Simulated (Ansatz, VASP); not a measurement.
**LiF: VASP beside Ansatz**

The input INCAR:

```
SYSTEM = LiF
PREC = Accurate
ENCUT = 520
EDIFF = 1E-6
ISMEAR = 0
SIGMA = 0.05
LREAL = .False.
LASPH = .True.
NELM = 60
ALGO = Normal
ISIF = 2
LWAVE = .False.
LCHARG = .True.
GGA = PE
LELF = .True.
LVHAR = .True.
NBANDS = 18
```

The input KPOINTS:

```
regular mesh
0
Gamma
  9 9 6
  0 0 0
```

POSCAR

```
LiF
1.0
    3.1259140087      0.0000000000      0.0000000000
   -1.5629570043      2.7071209416      0.0000000000
    0.0000000000      0.0000000000      4.9018781194
Li F
2 2
Direct
    0.3333333333      0.6666666667      0.3300704633
    0.6666666667      0.3333333333      0.8300704633
    0.3333333333      0.6666666667      0.9939266766
    0.6666666667      0.3333333333      0.4939266766
```

Input for Ansatz:

```yaml
crystal:
  lattice:
    - [3.1259140087, 0.0, 0.0]
    - [-1.5629570043, 2.7071209416, 0.0]
    - [0.0, 0.0, 4.9018781194]
  atoms:
    - { symbol: Li, position: [0.3333333333, 0.6666666667, 0.3300704633] }
    - { symbol: Li, position: [0.6666666667, 0.3333333333, 0.8300704633] }
    - { symbol: F, position: [0.3333333333, 0.6666666667, 0.9939266766] }
    - { symbol: F, position: [0.6666666667, 0.3333333333, 0.4939266766] }
basis:
  ecutwfc: 520.0
kpoints:
  mp_grid: { grid: [9, 9, 6] }
hamiltonian:
  xc: pbe
scf:
  occupations: { method: gaussian, width: 0.05 }
output:
  forces: true
  stress: true
  eigenvalues: true
```

Alike in both runs: task single point; functional PBE; k mesh 9 × 9 × 6; occupations gaussian, width 0.05 eV; no spin polarisation.

|  | VASP | Ansatz |
| --- | --- | --- |
| version | VASP 6.6.1 | Ansatz 0.2.0 |
| potentials or method | VASP PAW PBE potentials, release 64 (Li_sv, F), cutoff 520 eV | scalar-relativistic, plane waves, PAW |
| valence electrons in the cell | 20 | 20 |

|  | VASP | Ansatz | Ansatz less VASP |
| --- | --- | --- | --- |
| gap on the k mesh at the Fermi level (eV) | 7.56 | 7.57 | +0.012 |
| least direct gap on the mesh (eV) | 7.56 | 7.57 | +0.012 |
| rms of the force components (eV/Å) | 0.898 | 0.850 | -0.0487 |

Atom by atom the forces differ by 0.049 eV/Å (rms over components).

Noted on VASP's run: the cutoff is under 1.25 times that of the potentials, so the pressure is a little rough.
